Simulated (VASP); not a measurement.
Write the native input for VASP 6.6.1 that does the following.

| Item | Value |
| --- | --- |
| Task | electric field gradients |
| Functional | PBE |
| Potentials or basis | VASP PAW PBE potentials, release 64 (Fe, O) |
| Cutoff | 520 eV |
| k mesh | 16 × 16 × 16 |
| Occupations | fermi-dirac, width 0.03 eV |
| Spin | collinear spin, ferromagnetic start |
| Starting moments | [3.0, 0.0] μB |
| Dipole correction | no |
| Further INCAR settings | ALGO = Normal; EDIFF = 1e-08; NBANDS = 18 |

The structure of FeO lies in POSCAR:

```
FeO
1.0
    1.4919529923      0.8613794618      2.4731445527
   -1.4919529923      0.8613794618      2.4731445527
    0.0000000000     -1.7227589235      2.4731445527
Fe O
1 1
Direct
    0.0000000000      0.0000000000      0.0000000000
    0.5000000000      0.5000000000      0.5000000000
```

The input as run:

INCAR

```
PREC = Accurate
ENCUT = 520
EDIFF = 1E-8
ISMEAR = -1
SIGMA = 0.03
LREAL = F
LASPH = T
NELM = 150
ALGO = Normal
ISIF = 2
LWAVE = F
LCHARG = F
ISPIN = 2
MAGMOM = 3 0
LORBIT = 11
LMAXMIX = 4
GGA = PE
LEFG = T
NBANDS = 18
```

KPOINTS

```
Automatic mesh
0
Gamma
  16 16 16
```

Potentials or basis: VASP PAW PBE potentials, release 64 (Fe, O).

Launch:

```console
$ cat potpaw_PBE.64/Fe/POTCAR potpaw_PBE.64/O/POTCAR > POTCAR
$ mpirun -np 1 vasp_std > vasp.out
```

Results of the run:

- Pressure: 10.0 GPa
- Band gap on the k mesh: zero (filled and empty bands overlap)
- Net moment: 4.00 μB per cell
- Site moments: Fe +3.61; O +0.31 μB
- Largest electric field gradient by atom: Fe +1.4; O +2.9 V/Å²
- Valence electrons inside the program's atomic spheres: Fe 6.82; O 5.02

Caveat: the cell stands under pressure; without QUAD_EFG the Cq values of the log hold for a quadrupole moment of 1 mb, not for the nuclei; a cell with one magnetic atom can't hold antiferromagnetic order, which such compounds often take; semilocal functionals often make such compounds metallic where correlation or magnetic order opens a gap, which also shifts bond lengths.

Wall time 8.5 min on 1 thread of Oxide Virtual Turin-like Processor, on a shared host, peak memory 0.29 GiB.
